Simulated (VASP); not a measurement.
# ScAlN2 (P6/mmm) in VASP: notebook

Runs on ScAlN2. Level: PBE. Tasks: relaxation of cell and atoms, single point.

Program: VASP 6.6.1. These are calculated values, not measurements. Logs are shortened: lines on timing, memory, paths and dates and some standing lists are left out, and cuts for length are marked.

### Step 1. The cell of the first run

The structure is hexagonal, space group P6/mmm (No. 191). Conventional cell: a = 3.873 Å, b = 3.873 Å, c = 4.354 Å, α = 90.00°, β = 90.00°, γ = 120.00°. Within 2.9 Å of Sc (site symmetry 6/mmm) lie 2 Al at 2.18 Å and 6 N at 2.24 Å. Within 2.9 Å of Al (site symmetry 6/mmm) lie 2 Sc at 2.18 Å. N (site symmetry -6m2) has 3 N at 2.24 Å and 3 Sc at 2.24 Å within 3.0 Å.

### Step 2. Relaxation of cell and atoms, PBE

The input, INCAR:

```
SYSTEM = ScAlN2
PREC     = Accurate       ! precision mode
ENCUT    = 600            ! plane-wave cutoff, eV
EDIFF    = 1E-6           ! SCF threshold, eV
ISMEAR   = 0              ! smearing method
SIGMA    = 0.1            ! smearing width, eV
LREAL    = .FALSE.        ! projectors in reciprocal space
LASPH    = .TRUE.         ! aspherical terms in the spheres
NELM     = 100            ! most SCF steps
ALGO     = Normal         ! electronic algorithm
ISIF     = 3              ! what is computed and relaxed
LWAVE    = .FALSE.        ! write WAVECAR
LCHARG   = .FALSE.        ! write CHGCAR
GGA      = PE             ! functional
IBRION   = 2              ! ionic algorithm
NSW      = 90             ! ionic steps
EDIFFG   = -0.04          ! ionic threshold
```

The input, KPOINTS:

```
regular mesh
0
G
  6 6 4
  0 0 0
```

The input, POSCAR:

```
ScAlN2
1.0
    3.8730378000      0.0000000000      0.0000000000
   -1.9365189000      3.3541491200      0.0000000000
    0.0000000000      0.0000000000      4.3544410400
Sc Al N
1 1 2
Direct
    0.0000000000      0.0000000000      0.5000000000
    0.0000000000      0.0000000000      0.0000000000
    0.3333333300      0.6666666700      0.5000000000
    0.6666666700      0.3333333300      0.5000000000
```

Potentials or basis: VASP PAW PBE potentials, release 64 (Sc_sv, Al, N).

Run with:

```console
$ cat potpaw_PBE.64/Sc_sv/POTCAR potpaw_PBE.64/Al/POTCAR potpaw_PBE.64/N/POTCAR > POTCAR
$ mpirun -np 1 vasp_std > vasp.out
```

OUTCAR:

```text
SYSTEM = ScAlN2
   PREC = Accurate
   ENCUT = 600
   EDIFF = 1E-6
   ISMEAR = 0
   LREAL = .FALSE.
   LASPH = .TRUE.
   NELM = 100
   ISIF = 3
   GGA = PE
   IBRION = 2
   NSW = 90
   EDIFFG = -0.04

 ion  position               nearest neighbor table
   1  0.000  0.000  0.500-   2 2.18   2 2.18   4 2.24   3 2.24   3 2.24   4 2.24   4 2.24   3 2.24

   2  0.000  0.000  0.000-   1 2.18   1 2.18
   3  0.333  0.667  0.500-   1 2.24   1 2.24   1 2.24
   4  0.667  0.333  0.500-   1 2.24   1 2.24   1 2.24

  LATTYP: Found a hexagonal cell.
 ALAT       =     3.8730378000
 C/A-ratio  =     1.1242960345

  Lattice vectors:

 A1 = (   3.8730378000,   0.0000000000,   0.0000000000)
 A2 = (  -1.9365189000,   3.3541491200,   0.0000000000)
 A3 = (   0.0000000000,   0.0000000000,   4.3544410400)

Analysis of symmetry for initial positions (statically):
=====================================================================
 Subroutine PRICEL returns:
 Original cell was already a primitive cell.

 Routine SETGRP: Setting up the symmetry group for a
 hexagonal supercell.

 Subroutine GETGRP returns: Found 24 space group operations
 (whereof 24 operations were pure point group operations)
 out of a pool of 24 trial point group operations.

The static configuration has the point symmetry D_6h.

Analysis of symmetry for dynamics (positions and initial velocities):
=====================================================================
 Subroutine PRICEL returns:
 Original cell was already a primitive cell.

 Routine SETGRP: Setting up the symmetry group for a
 hexagonal supercell.

 Subroutine GETGRP returns: Found 24 space group operations
 (whereof 24 operations were pure point group operations)
 out of a pool of 24 trial point group operations.

The dynamic configuration has the point symmetry D_6h.

 Subroutine INISYM returns: Found 24 space group operations
 (whereof 24 operations are pure point group operations),
 and found     1 'primitive' translations

----------------------------------------------------------------------------------------

                                     Primitive cell

  volume of cell :      56.5674

  direct lattice vectors                    reciprocal lattice vectors
     3.873037800  0.000000000  0.000000000     0.258195260  0.149069103  0.000000000
    -1.936518900  3.354149120  0.000000000     0.000000000  0.298138206  0.000000000
     0.000000000  0.000000000  4.354441040     0.000000000  0.000000000  0.229650601

  length of vectors
     3.873037800  3.873037796  4.354441040     0.298138205  0.298138206  0.229650601

  position of ions in fractional coordinates (direct lattice)
     0.000000000  0.000000000  0.500000000
     0.000000000  0.000000000  0.000000000
     0.333333330  0.666666670  0.500000000
     0.666666670  0.333333330  0.500000000

  ion indices of the primitive-cell ions
   primitive index   ion index
                 1           1
                 2           2
                 3           3
                 4           4

----------------------------------------------------------------------------------------

 KPOINTS: regular mesh

Automatic generation of k-mesh.
 Grid dimensions read from file:
 generate k-points for:    6    6    4

 Generating k-lattice:

  Cartesian coordinates                     Fractional coordinates (reciprocal lattice)
     0.043032543  0.024844850  0.000000000     0.166666667  0.000000000  0.000000000
     0.000000000  0.049689701  0.000000000     0.000000000  0.166666667  0.000000000
     0.000000000  0.000000000  0.057412650     0.000000000  0.000000000  0.250000000

  Length of vectors
     0.049689701  0.049689701  0.057412650

  Shift w.r.t. Gamma in fractional coordinates (k-lattice)
     0.000000000  0.000000000  0.000000000

 Subroutine IBZKPT returns following result:
 ===========================================

 Found     21 irreducible k-points:

 Following reciprocal coordinates:
            Coordinates               Weight
  0.000000  0.000000  0.000000      1.000000
  0.166667  0.000000  0.000000      6.000000
  0.333333  0.000000  0.000000      6.000000
  0.500000  0.000000  0.000000      3.000000
  0.166667  0.166667  0.000000      6.000000
  0.333333  0.166667  0.000000     12.000000
[... 13 lines left out ...]
  0.333333  0.166667  0.500000     12.000000
  0.333333  0.333333  0.500000      2.000000
   k-points           NKPTS =     21   k-points in BZ     NKDIM =     21   number of bands    NBANDS=     16
   number of dos      NEDOS =    301   number of ions     NIONS =      4
   total plane-waves  NPLWV =  36864
   dimension x,y,z NGX =    32 NGY =   32 NGZ =   36
   dimension x,y,z NGXF=    64 NGYF=   64 NGZF=   72
   ions per type =               1   1   2
   NGX,Y,Z   is equivalent  to a cutoff of  13.74, 13.74, 13.74 a.u.
   NGXF,Y,Z  is equivalent  to a cutoff of  27.47, 27.47, 27.49 a.u.
 SYSTEM =  ScAlN2
   PREC   = accura    normal or accurate (medium, high low for compatibility)
   ISTART =      0    job   : 0-new  1-cont  2-samecut
   ICHARG =      2    charge: 1-file 2-atom 10-const
   ISPIN  =      1    spin polarized calculation?
   LNONCOLLINEAR =      F non collinear calculations
   LSORBIT =      F    spin-orbit coupling
   LASPH  =      T    aspherical Exc in radial PAW
   ENCUT  =  600.0 eV  44.10 Ry    6.64 a.u.   7.74  7.74  8.70*2*pi/ulx,y,z
   NELM   =    100;   NELMIN=  2; NELMDL= -5     # of ELM steps
   EDIFF  = 0.1E-05   stopping-criterion for ELM
   LREAL  =      F    real-space projection
   EDIFFG = -.4E-01   stopping-criterion for IOM
   NSW    =     90    number of steps for IOM
   IBRION =      2    ionic relax: 0-MD 1-quasi-New 2-CG
   NFREE  =      1    steps in history (QN), initial steepest desc. (CG)
   ISIF   =      3    stress and relaxation
   ISYM   =      2    0-nonsym 1-usesym 2-fastsym
   POTIM  = 0.5000    time-step for ionic-motion
   TEBEG  =    0.0;   TEEND  =   0.0 temperature during run
   PSTRESS=    0.0 pullay stress
   NELECT =      24.0000    total number of electrons
   NUPDOWN=      -1.0000    fix difference up-down
   EMIN   =  10.00;   EMAX   =-10.00  energy-range for DOS
   EFERMI =   0.00;   METHOD = LEGACY
   ISMEAR =     0;   SIGMA  =   0.10  broadening in eV -4-tet -1-fermi 0-gaus
   EFERMI_NEDOS =   21; number of points for ismear=-14 and -15
   IALGO  =     38    algorithm
   IMIX   =      4    mixing-type and parameters
     AMIX     =   0.40;   BMIX     =  1.00
     AMIX_MAG =   1.60;   BMIX_MAG =  1.00
  volume/ion in A,a.u.               =      14.14        95.43
  Fermi-wavevector in a.u.,A,eV,Ry     =   1.230145  2.324638 20.589117  1.513257
  Thomas-Fermi vector in A             =   2.365005
   LORBIT       =      0    0 simple, 1 ext, 2 COOP (PROOUT), +10 PAW based schemes
   GGA     = PE    functional components
   LHFCALC =     F    Hartree Fock is set to
   AEXX    =    0.0000 exact exchange contribution
   IVDW    =     0    specifies the selected vdW correction
   LEPSILON=     F    determine dielectric tensor
   LRPA    =     F    only Hartree local field effects (RPA)
 conjugate gradient relaxation of ions
 non-spin polarized calculation
 Gauss-broadening in eV      SIGMA  =   0.10
  energy-cutoff  :      600.00
  volume of cell :       56.57
 maximum number of plane-waves:      1919
 NGX is ok and might be reduce to    32
   NGX = 15   NGY = 15   NGZ = 17

--------------------------------------- Ionic step        1  -------------------------------------------

 number of electron      23.9999997 magnetization

 Free energy of the ion-electron system (eV)
  ---------------------------------------------------
  ext. energy  EPLUGINS =         0.00000000
  ---------------------------------------------------
  free energy    TOTEN  =       -19.40940341 eV

  energy without entropy =      -19.39409408  energy(sigma->0) =      -19.40174874

 E-fermi :   4.5797     XC(G=0): -10.2699

 val. band max:        4.5567575401   @ k =   0.1667   0.0000   0.0000
 cond. band min:       4.6469447789   @ k =   0.1667   0.0000   0.2500
 fundamental gap:      0.0901872388
 Fermi energy:         4.5797457060

 k-point     1 :       0.0000    0.0000    0.0000
  band No.  band energies     occupation
      1     -43.3918      2.00000
      2     -22.7315      2.00000
      3     -21.9624      2.00000
      4     -21.9624      2.00000
      5     -10.6726      2.00000
      6      -5.9505      2.00000
[... 8 lines left out ...]
     15       6.8726      0.00000
     16       8.1497      0.00000
[... 666 lines left out ...]
 POSITION                                       TOTAL-FORCE (eV/Angst)
 -----------------------------------------------------------------------------------
      0.00000     -0.00000      2.85517        -0.000000     -0.000000      0.000000
      0.00000      0.00000      0.00000        -0.000000     -0.000000      0.000000
     -0.00000      2.18081      2.85517         0.000000     -0.000000      0.000000
      1.88863      1.09040      2.85517        -0.000000      0.000000     -0.000000
 -----------------------------------------------------------------------------------
    total drift:                                0.000000      0.000000     -0.000000

  FREE ENERGIE OF THE ION-ELECTRON SYSTEM (eV)
  ---------------------------------------------------
  free  energy   TOTEN  =       -22.2446777586 eV

  energy  without entropy=      -22.2350319091  energy(sigma->0) =      -22.23985483

--------------------------------------- Ionic step        9  -------------------------------------------

 number of electron      23.9999996 magnetization

 Free energy of the ion-electron system (eV)
  ---------------------------------------------------
  ext. energy  EPLUGINS =         0.00000000
  ---------------------------------------------------
  free energy    TOTEN  =       -22.24544551 eV

  energy without entropy =      -22.23509265  energy(sigma->0) =      -22.24026908

 E-fermi :   3.1740     XC(G=0):  -9.3236

 val. band max:        3.1042480667   @ k =   0.3333   0.0000   0.5000
 cond. band min:       3.2602038185   @ k =   0.3333   0.3333   0.0000
 fundamental gap:      0.1559557518
 Fermi energy:         3.1739939028

 k-point     1 :       0.0000    0.0000    0.0000
  band No.  band energies     occupation
      1     -45.1120      2.00000
      2     -24.0002      2.00000
      3     -23.7104      2.00000
      4     -23.7104      2.00000
      5     -12.2435      2.00000
      6      -7.0888      2.00000
[... 8 lines left out ...]
     15       6.0824      0.00000
     16       6.3348      0.00000
[... 400 lines left out ...]
 POSITION                                       TOTAL-FORCE (eV/Angst)
 -----------------------------------------------------------------------------------
     -1.88863      3.27120      2.86516         0.000000      0.000000     -0.000000
     -1.88863      3.27120      0.00000         0.000000      0.000000     -0.000000
     -0.00000      2.18080      2.86516         0.000000     -0.000000      0.000000
      1.88863      1.09040      2.86516        -0.000000     -0.000000      0.000000
 -----------------------------------------------------------------------------------
    total drift:                               -0.000000      0.000000     -0.000000

  FREE ENERGIE OF THE ION-ELECTRON SYSTEM (eV)
  ---------------------------------------------------
  free  energy   TOTEN  =       -22.2454455105 eV

  energy  without entropy=      -22.2350926494  energy(sigma->0) =      -22.24026908

 reached required accuracy - stopping structural energy minimisation
```

Wall time 60 s (1 thread of Intel Xeon 6975P-C (Granite Rapids), shared host); peak memory 0.2 GiB.

What came out:

| Item | Value |
| --- | --- |
| Free energy | -22.2454 eV |
| Relaxed volume | 17.70 Å³/atom |
| Relaxed cell | a = 3.777 Å, b = 3.777 Å, c = 5.730 Å, α = 90.00°, β = 90.00°, γ = 120.00° |
| Space group after relaxing (to 0.05 Å) | P6/mmm (No. 191) |
| Energy gained by relaxing | 709.0 meV/atom |
| Ionic steps | 9 |
| Pressure after relaxing | 0.0 GPa |
| Band gap on the k mesh | zero (band 12 reaches 4.32 eV, above the bottom of band 13 at 2.65 eV) |

The path:
```csv
step,energy change (eV),largest force (eV/Å),pressure (GPa),volume (Å³)
1,0.0000,0.0000,19.55,56.57
2,-2.8276,0.0000,0.45,69.97
3,-2.8341,0.0000,0.16,70.47
4,-2.8342,0.0000,0.35,70.34
5,-2.8342,0.0000,0.37,70.35
6,-2.8343,0.0000,0.32,70.37
7,-2.8347,0.0000,0.28,70.44
8,-2.8353,0.0000,0.17,70.56
9,-2.8360,0.0000,0.02,70.80
```

Final structure:
```
Sc Al N
1.0
     3.77726    0.00000    0.00000
    -1.88863    3.27120    0.00000
     0.00000    0.00000    5.73033
Sc Al N
1 1 2
Direct
  0.00000 0.00000 0.50000
  0.00000 0.00000 0.00000
  0.33333 0.66667 0.50000
  0.66667 0.33333 0.50000
```

Levels at points of the mesh, in eV from the Fermi level:
```
           k point  band 10  band 11  band 12  band 13  band 14  band 15
(0.00, 0.00, 0.00)    -3.94     0.70     1.15     1.15     1.99     2.91
(0.50, 0.00, 0.00)    -2.76    -1.20    -1.07    -0.09     1.03     1.94
(0.00, 0.00, 0.50)    -2.08    -1.35     0.67     1.17     1.17     2.83
(0.50, 0.00, 0.50)    -3.01    -0.57    -0.24    -0.09     0.24     0.99
```

Caveat: the k points lie up to 0.32 Å⁻¹ apart in the final cell; the volume moved by over 15 % at a fixed basis, so the end points are rough.

(Continued in part 2 of 2.)
